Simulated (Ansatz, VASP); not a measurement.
# PbSe: VASP beside Ansatz

```
Pb Se
1.0
    -0.00769    3.12388    3.16982
     3.12388   -0.00769    3.16982
     3.11620    3.11620    0.00000
Pb Se
1 1
Direct
  0.00980 0.00980 0.99020
  0.49020 0.49020 0.50980
```

Alike in both runs: task single point; functional PBE; k mesh 10 × 10 × 10; occupations gaussian, width 0.05 eV; no spin polarisation.

|  | VASP | Ansatz |
| --- | --- | --- |
| version | VASP 6.6.1 | Ansatz 0.2.0 |
| potentials or method | VASP PAW PBE potentials, release 64 (Pb_d, Se), cutoff 520 eV | scalar-relativistic, plane waves, PAW |
| valence electrons in the cell | 20 | 30 |

VASP gave:

```
gap on the k mesh at the Fermi level (eV)                     : 0.61
least direct gap on the mesh (eV)                             : 0.63
pressure (GPa)                                                : -1.1
traceless stress, the component that is largest in VASP (GPa) : -0.56
rms of the force components (eV/Å)                            : 0.007
```

Estimate Ansatz's values.

gap on the k mesh at the Fermi level (eV): 0.61; least direct gap on the mesh (eV): 0.63; pressure (GPa): -1.1; traceless stress, the component that is largest in VASP (GPa): -0.56; rms of the force components (eV/Å): 0.008.

Atom by atom the forces differ by 0.001 eV/Å (rms over components). The functional is the same, so the differences come from potentials, cutoffs and numerics. VASP's potentials hold 20 valence electrons a cell and Ansatz's 30, so a difference there can come from the potentials and not from the codes.

Spin-orbit coupling is off throughout.
